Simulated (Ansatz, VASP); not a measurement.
**PbO2 in VASP and in Ansatz**

INCAR

```
PREC = Accurate
ENCUT = 520
EDIFF = 1E-6
ISMEAR = -1
SIGMA = 0.02
LREAL = F
LASPH = T
NELM = 80
ALGO = Normal
ISIF = 2
LWAVE = F
LCHARG = F
GGA = PE
NBANDS = 35
```

File KPOINTS:

```
Automatic mesh
0
Gamma
  6 6 8
```

The input POSCAR:

```
PbO2
1.0
    5.1831999243      0.0000000000      0.0000000000
    0.0000000000      5.1831999243      0.0000000000
    0.0000000000      0.0000000000      3.5439271952
Pb O
2 4
Direct
    0.0000000000      0.0000000000      0.0000000000
    0.5000000000      0.5000000000      0.5000000000
    0.3105106286      0.3105106286      0.0000000000
    0.1894893714      0.8105106286      0.5000000000
    0.8105106286      0.1894893714      0.5000000000
    0.6894893714      0.6894893714      0.0000000000
```

Input for Ansatz:

```yaml
crystal:
  lattice:
    - [5.1831999243, 0.0, 0.0]
    - [0.0, 5.1831999243, 0.0]
    - [0.0, 0.0, 3.5439271952]
  atoms:
    - { symbol: Pb, position: [0.0, 0.0, 0.0] }
    - { symbol: Pb, position: [0.5, 0.5, 0.5] }
    - { symbol: O, position: [0.3105106286, 0.3105106286, 0.0] }
    - { symbol: O, position: [0.1894893714, 0.8105106286, 0.5] }
    - { symbol: O, position: [0.8105106286, 0.1894893714, 0.5] }
    - { symbol: O, position: [0.6894893714, 0.6894893714, 0.0] }
kpoints:
  mp_grid: { grid: [6, 6, 8] }
  band_path:
    path:
      - [0.0, 0.0, 0.0]
      - [0.0, 0.5, 0.0]
      - [0.5, 0.5, 0.0]
      - [0.0, 0.0, 0.5]
      - [0.0, 0.5, 0.5]
      - [0.5, 0.5, 0.5]
      - [-0.00415, -0.00415, 0.139974]
      - [-0.144043, 0.14388, 0.0]
    npoints: 1
hamiltonian:
  xc: pbe
scf:
  occupations: { method: fermi_dirac, width: 0.02 }
  n_extra_bands: 5
output:
  forces: true
  stress: true
  eigenvalues: true
```

Change from the starting cell: hydrostatic strain +4.0%.

Alike in both runs: task single point; functional PBE; k mesh 6 × 6 × 8; occupations fermi-dirac, width 0.02 eV; no spin polarisation.

|  | VASP | Ansatz |
| --- | --- | --- |
| version | VASP 6.6.1 | Ansatz 0.2.0 |
| potentials or method | VASP PAW PBE potentials, release 64 (Pb_d, O) | plane waves, PAW |
| plane-wave cutoff (eV) | 520 | 420 |
| valence electrons in the cell | 52 | 52 |

VASP gave:

```
pressure (GPa)                                                : -6.8
traceless stress, the component that is largest in VASP (GPa) : -2.09
rms of the force components (eV/Å)                            : 0.035
```

Problem. Which values does Ansatz return?

Solution. Pressure (GPa): -6.9; traceless stress, the component that is largest in VASP (GPa): -2.22; rms of the force components (eV/Å): 0.029.

Atom by atom the forces differ by 0.005 eV/Å (rms over components).

Spin-orbit coupling is off throughout.
